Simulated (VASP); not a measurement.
# SrB4 (I4/mmm) in VASP: single point with PBEsol

Aim: the single point of SrB4 with PBEsol.

Everything below comes from runs of VASP 6.6.1. Logs are shortened: lines on timing, memory, paths and dates and some standing lists are left out, and cuts for length are marked.

**1. The cell of the first run**

The structure is tetragonal, space group I4/mmm (No. 139). The conventional cell has a = 3.688 Å, b = 3.688 Å, c = 8.930 Å, α = 90.00°, β = 90.00°, γ = 90.00°. Sr (site symmetry 4/mmm) has 18 B at 2.82 to 3.39 Å and 4 Sr at 3.69 Å within 3.7 Å. B (site symmetry 4mm) has 5 B at 2.14 to 2.18 Å within 2.8 Å. Within 2.9 Å of B (site symmetry -4m2) lie 8 B at 2.18 to 2.61 Å and 4 Sr at 2.90 Å.

**2. Single point, PBEsol**

Contents of INCAR:

```
ALGO = Normal ; EDIFF = 1E-7
ENCUT = 520 ; GGA = PS
ISIF = 2 ; ISMEAR = -1
LASPH = True ; LCHARG = False
LREAL = False ; LWAVE = False
NBANDS = 19 ; NELM = 100
PREC = Accurate ; SIGMA = 0.1
```

Contents of KPOINTS:

```
k-points
0
Gamma
  10 10 10
```

Contents of POSCAR:

```
SrB4
1.0
    0.0000000000      3.6881970000      0.0000000000
    3.6881970000      0.0000000000      0.0000000000
    1.8440990000      1.8440990000     -4.4648790000
Sr B
1 4
Direct
    0.0000000000      0.0000000000      0.0000000000
    0.3800000000      0.3800000000      0.2400000000
    0.6200000000      0.6200000000      0.7600000000
    0.7500000000      0.2500000000      0.5000000000
    0.2500000000      0.7500000000      0.5000000000
```

Potentials or basis: VASP PAW PBE potentials, release 64 (Sr_sv, B).

On the command line:

```sh
> cat potpaw_PBE.64/Sr_sv/POTCAR potpaw_PBE.64/B/POTCAR > POTCAR
> mpirun -np 1 vasp_std > vasp.out
```

OUTCAR:

```text
EDIFF = 1E-7
   ENCUT = 520
   GGA = PS
   ISIF = 2
   ISMEAR = -1
   LASPH = True
   LREAL = False
   NELM = 100
   PREC = Accurate

 ion  position               nearest neighbor table
   1  0.000  0.000  0.000-   3 2.82   2 2.82   3 2.82   2 2.82   2 2.82   3 2.82   3 2.82   2 2.82
                             4 2.90   5 2.90   5 2.90   4 2.90   5 2.90   4 2.90   5 2.90   4 2.90
   2  0.380  0.380  0.240-   3 2.14   1 2.82   1 2.82   1 2.82   1 2.82   1 3.39
   3  0.620  0.620  0.760-   2 2.14   1 2.82   1 2.82   1 2.82   1 2.82   1 3.39
   4  0.750  0.250  0.500-   1 2.90   1 2.90   1 2.90   1 2.90
   5  0.250  0.750  0.500-   1 2.90   1 2.90   1 2.90   1 2.90

  LATTYP: Found a body centered tetragonal cell.
 ALAT       =     3.6881970000
 C/A-ratio  =     2.4211716457

  Lattice vectors:

 A1 = (  -1.8440990000,   1.8440980000,   4.4648790000)
 A2 = (   1.8440980000,  -1.8440990000,   4.4648790000)
 A3 = (   1.8440990000,   1.8440990000,  -4.4648790000)

Analysis of symmetry for initial positions (statically):
=====================================================================
 Subroutine PRICEL returns:
 Original cell was already a primitive cell.

 Routine SETGRP: Setting up the symmetry group for a
 body centered tetragonal supercell.

 Subroutine GETGRP returns: Found 16 space group operations
 (whereof 16 operations were pure point group operations)
 out of a pool of 16 trial point group operations.

The static configuration has the point symmetry D_4h.

Analysis of symmetry for dynamics (positions and initial velocities):
=====================================================================
 Subroutine PRICEL returns:
 Original cell was already a primitive cell.

 Routine SETGRP: Setting up the symmetry group for a
 body centered tetragonal supercell.

 Subroutine GETGRP returns: Found 16 space group operations
 (whereof 16 operations were pure point group operations)
 out of a pool of 16 trial point group operations.

The dynamic configuration has the point symmetry D_4h.

 Subroutine INISYM returns: Found 16 space group operations
 (whereof 16 operations are pure point group operations),
 and found     1 'primitive' translations

----------------------------------------------------------------------------------------

                                     Primitive cell

  volume of cell :      60.7348

  direct lattice vectors                    reciprocal lattice vectors
     0.000000000  3.688197000  0.000000000     0.000000000  0.271135192  0.111985148
     3.688197000  0.000000000  0.000000000     0.271135192  0.000000000  0.111985148
     1.844099000  1.844099000 -4.464879000     0.000000000  0.000000000 -0.223970235

  length of vectors
     3.688197000  3.688197000  5.170739476     0.293351266  0.293351266  0.223970235

  position of ions in fractional coordinates (direct lattice)
     0.000000000  0.000000000  0.000000000
     0.380000000  0.380000000  0.240000000
     0.620000000  0.620000000  0.760000000
     0.750000000  0.250000000  0.500000000
     0.250000000  0.750000000  0.500000000

  ion indices of the primitive-cell ions
   primitive index   ion index
                 1           1
                 2           2
                 3           3
                 4           4
                 5           5

----------------------------------------------------------------------------------------

 KPOINTS: k-points

Automatic generation of k-mesh.
 Grid dimensions read from file:
 generate k-points for:   10   10   10

 Generating k-lattice:

  Cartesian coordinates                     Fractional coordinates (reciprocal lattice)
     0.000000000  0.027113519  0.011198515     0.100000000  0.000000000  0.000000000
     0.027113519  0.000000000  0.011198515     0.000000000  0.100000000  0.000000000
     0.000000000  0.000000000 -0.022397024     0.000000000  0.000000000  0.100000000

  Length of vectors
     0.029335127  0.029335127  0.022397024

  Shift w.r.t. Gamma in fractional coordinates (k-lattice)
     0.000000000  0.000000000  0.000000000

 Subroutine IBZKPT returns following result:
 ===========================================

 Found    102 irreducible k-points:

 Following reciprocal coordinates:
            Coordinates               Weight
  0.000000  0.000000  0.000000      1.000000
  0.100000  0.000000  0.000000      8.000000
  0.200000  0.000000  0.000000      8.000000
  0.300000  0.000000 -0.000000      8.000000
  0.400000  0.000000 -0.000000      8.000000
  0.500000  0.000000 -0.000000      4.000000
[... 16 lines left out ...]
  0.300000  0.300000 -0.000000      8.000000
  0.400000  0.300000 -0.000000     16.000000
 [... further k-points ...]
   k-points           NKPTS =    102   k-points in BZ     NKDIM =    102   number of bands    NBANDS=     19
   number of dos      NEDOS =    301   number of ions     NIONS =      5
   total plane-waves  NPLWV =  31360
   dimension x,y,z NGX =    28 NGY =   28 NGZ =   40
   dimension x,y,z NGXF=    56 NGYF=   56 NGZF=   80
   ions per type =               1   4
   NGX,Y,Z   is equivalent  to a cutoff of  12.62, 12.62, 12.86 a.u.
   NGXF,Y,Z  is equivalent  to a cutoff of  25.24, 25.24, 25.72 a.u.
 SYSTEM =  unknown system
   PREC   = accura    normal or accurate (medium, high low for compatibility)
   ISTART =      0    job   : 0-new  1-cont  2-samecut
   ICHARG =      2    charge: 1-file 2-atom 10-const
   ISPIN  =      1    spin polarized calculation?
   LNONCOLLINEAR =      F non collinear calculations
   LSORBIT =      F    spin-orbit coupling
   LASPH  =      T    aspherical Exc in radial PAW
   ENCUT  =  520.0 eV  38.22 Ry    6.18 a.u.   6.86  6.86  9.61*2*pi/ulx,y,z
   NELM   =    100;   NELMIN=  2; NELMDL= -5     # of ELM steps
   EDIFF  = 0.1E-06   stopping-criterion for ELM
   LREAL  =      F    real-space projection
   EDIFFG = 0.1E-05   stopping-criterion for IOM
   NSW    =      0    number of steps for IOM
   IBRION =     -1    ionic relax: 0-MD 1-quasi-New 2-CG
   NFREE  =      0    steps in history (QN), initial steepest desc. (CG)
   ISIF   =      2    stress and relaxation
   ISYM   =      2    0-nonsym 1-usesym 2-fastsym
   POTIM  = 0.5000    time-step for ionic-motion
   TEBEG  =    0.0;   TEEND  =   0.0 temperature during run
   PSTRESS=    0.0 pullay stress
   NELECT =      22.0000    total number of electrons
   NUPDOWN=      -1.0000    fix difference up-down
   EMIN   =  10.00;   EMAX   =-10.00  energy-range for DOS
   EFERMI =   0.00;   METHOD = LEGACY
   ISMEAR =    -1;   SIGMA  =   0.10  broadening in eV -4-tet -1-fermi 0-gaus
   EFERMI_NEDOS =   21; number of points for ismear=-14 and -15
   IALGO  =     38    algorithm
   IMIX   =      4    mixing-type and parameters
     AMIX     =   0.40;   BMIX     =  1.00
     AMIX_MAG =   1.60;   BMIX_MAG =  1.00
  volume/ion in A,a.u.               =      12.15        81.97
  Fermi-wavevector in a.u.,A,eV,Ry     =   1.166997  2.205305 18.529531  1.361882
  Thomas-Fermi vector in A             =   2.303503
   LORBIT       =      0    0 simple, 1 ext, 2 COOP (PROOUT), +10 PAW based schemes
   GGA     = PS    functional components
   LHFCALC =     F    Hartree Fock is set to
   AEXX    =    0.0000 exact exchange contribution
   IVDW    =     0    specifies the selected vdW correction
   LEPSILON=     F    determine dielectric tensor
   LRPA    =     F    only Hartree local field effects (RPA)
 non-spin polarized calculation
  energy-cutoff  :      520.00
  volume of cell :       60.73
 maximum number of plane-waves:      1665
   NGX = 13   NGY = 13   NGZ = 19

 number of electron      22.0000000 magnetization

 Free energy of the ion-electron system (eV)
  ---------------------------------------------------
  ext. energy  EPLUGINS =         0.00000000
  ---------------------------------------------------
  free energy    TOTEN  =       -26.87233582 eV

  energy without entropy =      -26.84826143  energy(sigma->0) =      -26.86029863

 E-fermi :   4.4370     XC(G=0): -10.9285

 val. band max:        4.4121618673   @ k =  -0.3000   0.0000   0.1000
 cond. band min:       4.4442242813   @ k =  -0.1000  -0.1000   0.1000
 fundamental gap:      0.0320624140
 Fermi energy:         4.4369895239

 k-point     1 :       0.0000    0.0000    0.0000
  band No.  band energies     occupation
      1     -29.3987      2.00000
      2     -11.8056      2.00000
      3     -11.4125      2.00000
      4     -11.4125      2.00000
      5      -7.0320      2.00000
      6      -0.7419      2.00000
[... 11 lines left out ...]
     18      11.0194      0.00000
     19      11.6927      0.00000

 k-point     2 :       0.1000    0.0000    0.0000
  band No.  band energies     occupation
      1     -29.3946      2.00000
      2     -11.8050      2.00000
      3     -11.4942      2.00000
      4     -11.4054      2.00000
      5      -6.8789      2.00000
      6      -1.1683      2.00000
[... 11 lines left out ...]
     18      11.1827      0.00000
     19      11.4212      0.00000

 k-point     3 :       0.2000    0.0000    0.0000
  band No.  band energies     occupation
      1     -29.3837      2.00000
      2     -11.8084      2.00000
      3     -11.6880      2.00000
      4     -11.3867      2.00000
      5      -6.4596      2.00000
      6      -1.8785      2.00000
[... 11 lines left out ...]
     18      11.4703      0.00000
     19      11.4877      0.00000

 k-point     4 :       0.3000    0.0000   -0.0000
  band No.  band energies     occupation
      1     -29.3703      2.00000
      2     -11.9369      2.00000
      3     -11.7785      2.00000
      4     -11.3634      2.00000
      5      -5.8584      2.00000
      6      -2.7224      2.00000
[... 11 lines left out ...]
     18      11.2487      0.00000
     19      11.2905      0.00000

 k-point     5 :       0.4000    0.0000   -0.0000
  band No.  band energies     occupation
      1     -29.3593      2.00000
      2     -12.1014      2.00000
      3     -11.7755      2.00000
      4     -11.3442      2.00000
      5      -5.1632      2.00000
      6      -3.5373      2.00000
[... 11 lines left out ...]
     18      11.0650      0.00000
     19      11.2988      0.00000

 k-point     6 :       0.5000    0.0000   -0.0000
  band No.  band energies     occupation
      1     -29.3551      2.00000
      2     -12.1626      2.00000
      3     -11.7728      2.00000
      4     -11.3368      2.00000
      5      -4.6066      2.00000
      6      -4.1230      2.00000
[... 11 lines left out ...]
     18      10.9794      0.00000
     19      11.8884      0.00000

 k-point     7 :       0.1000    0.1000    0.0000
  band No.  band energies     occupation
      1     -29.3903      2.00000
      2     -11.8179      2.00000
      3     -11.5043      2.00000
      4     -11.4665      2.00000
      5      -6.6867      2.00000
      6      -1.5615      2.00000
[... 11 lines left out ...]
     18      11.2014      0.00000
     19      11.3484      0.00000

 k-point     8 :       0.2000    0.1000    0.0000
  band No.  band energies     occupation
      1     -29.3795      2.00000
      2     -11.8283      2.00000
      3     -11.6760      2.00000
      4     -11.4590      2.00000
      5      -6.2535      2.00000
      6      -2.0421      2.00000
[... 256 lines left out ...]
 k-point    20 :      -0.4000    0.2000    0.0000
  band No.  band energies     occupation
      1     -29.3458      2.00000
      2     -12.0321      2.00000
      3     -11.7220      2.00000
      4     -11.5712      2.00000
      5      -4.9411      2.00000
      6      -3.2088      2.00000
[... 11 lines left out ...]
     18      11.1070      0.00000
     19      11.1672      0.00000

 k-point    21 :      -0.3000    0.2000    0.0000
  band No.  band energies     occupation
      1     -29.3565      2.00000
      2     -11.8753      2.00000
      3     -11.7268      2.00000
      4     -11.5971      2.00000
      5      -5.5984      2.00000
      6      -2.3082      2.00000
[... 11 lines left out ...]
     18      10.7319      0.00000
     19      11.4209      0.00000

 k-point    22 :      -0.2000    0.2000    0.0000
  band No.  band energies     occupation
      1     -29.3696      2.00000
      2     -11.7469      2.00000
      3     -11.6995      2.00000
      4     -11.5973      2.00000
      5      -6.1067      2.00000
      6      -1.5133      2.00000
[... 11 lines left out ...]
     18      10.6756      0.00000
     19      11.7320      0.00000

 k-point    23 :       0.3000    0.3000   -0.0000
  band No.  band energies     occupation
      1     -29.3431      2.00000
      2     -11.8621      2.00000
      3     -11.7815      2.00000
      4     -11.7442      2.00000
      5      -4.8219      2.00000
      6      -2.8194      2.00000
[... 11 lines left out ...]
     18      11.0025      0.00000
     19      11.7652      0.00000

 k-point    24 :       0.4000    0.3000   -0.0000
  band No.  band energies     occupation
      1     -29.3329      2.00000
      2     -11.9707      2.00000
      3     -11.7715      2.00000
      4     -11.7203      2.00000
      5      -4.2526      2.00000
      6      -3.2979      2.00000
[... 11 lines left out ...]
     18      11.3964      0.00000
     19      12.5696      0.00000

 [... further k-points ...]
[... 5 lines left out ...]
  --------------------------------------------------------------------------------------
  -------------------------------------------------------------------------------------
  Total       -8.3279390     -8.3279390    -10.7461275     -0.0000000      0.0000012      0.0000012
  in kB     -219.6899557   -219.6899557   -283.4814581     -0.0000000      0.0000317      0.0000317
  external PRESSURE =    -240.9537899 kB  Pullay stress =       0.0000000 kB

 VOLUME and BASIS-vectors are now :
 -----------------------------------------------------------------------------
  energy-cutoff  :      520.00
  volume of cell :       60.73
      direct lattice vectors                 reciprocal lattice vectors
     0.000000000  3.688197000  0.000000000     0.000000000  0.271135192  0.111985148
     3.688197000  0.000000000  0.000000000     0.271135192  0.000000000  0.111985148
     1.844099000  1.844099000 -4.464879000     0.000000000  0.000000000 -0.223970235

 POSITION                                       TOTAL-FORCE (eV/Angst)
 -----------------------------------------------------------------------------------
      0.00000      0.00000      0.00000        -0.000000     -0.000000     -0.000000
      1.84410      1.84410     -1.07157         0.000000      0.000000     -1.345148
      3.68820      3.68820     -3.39331        -0.000000     -0.000000      1.345148
      1.84410      3.68820     -2.23244        -0.000000      0.000000     -0.000000
      3.68820      1.84410     -2.23244         0.000000     -0.000000     -0.000000
 -----------------------------------------------------------------------------------
    total drift:                               -0.000000      0.000000      0.000000

  FREE ENERGIE OF THE ION-ELECTRON SYSTEM (eV)
  ---------------------------------------------------
  free  energy   TOTEN  =       -26.8723358240 eV

  energy  without entropy=      -26.8482614291  energy(sigma->0) =      -26.86029863
```

It took 80 s on 1 thread of Intel Xeon Platinum 8375C at 2.90GHz (Ice Lake), shared host; peak memory 0.25 GiB.

What came out:

```yaml
Free_energy: -26.8723 eV
Pressure: -24.1 GPa
Largest_force: 1.345 eV/Å
Band_gap_on_the_k_mesh: zero (band 11 reaches 5.65 eV, above the bottom of band 12 at 4.00 eV)
```

Forces on the atoms (eV/Å):
```
Sr   0.000  0.000  0.000
B    0.000  0.000 -1.345
B    0.000  0.000  1.345
B    0.000  0.000  0.000
B    0.000  0.000  0.000
```

Stress tensor (GPa, compression positive):
```
-21.97   0.00   0.00
  0.00 -21.97   0.00
  0.00   0.00 -28.35
```

Levels at points of the mesh, in eV from the Fermi level:
| k point | band 8 | band 9 | band 10 | band 11 | band 12 | band 13 | band 14 | band 15 |
| --- | --- | --- | --- | --- | --- | --- | --- | --- |
| (0.00, 0.00, 0.00) | -3.42 | -3.42 | -1.67 | -0.35 | 0.46 | 0.46 | 2.70 | 6.15 |
| (0.50, 0.00, 0.00) | -4.33 | -2.18 | -0.98 | -0.94 | 0.46 | 1.54 | 2.12 | 2.56 |
| (0.50, 0.50, 0.00) | -6.33 | -4.07 | -2.78 | -2.27 | 2.64 | 4.07 | 4.50 | 6.28 |
| (0.00, 0.00, 0.50) | -3.15 | -2.53 | -0.73 | 1.09 | 1.40 | 1.40 | 2.19 | 3.45 |

Caveat: the PAW data sets were made with another functional, which shifts forces and pressure a little.
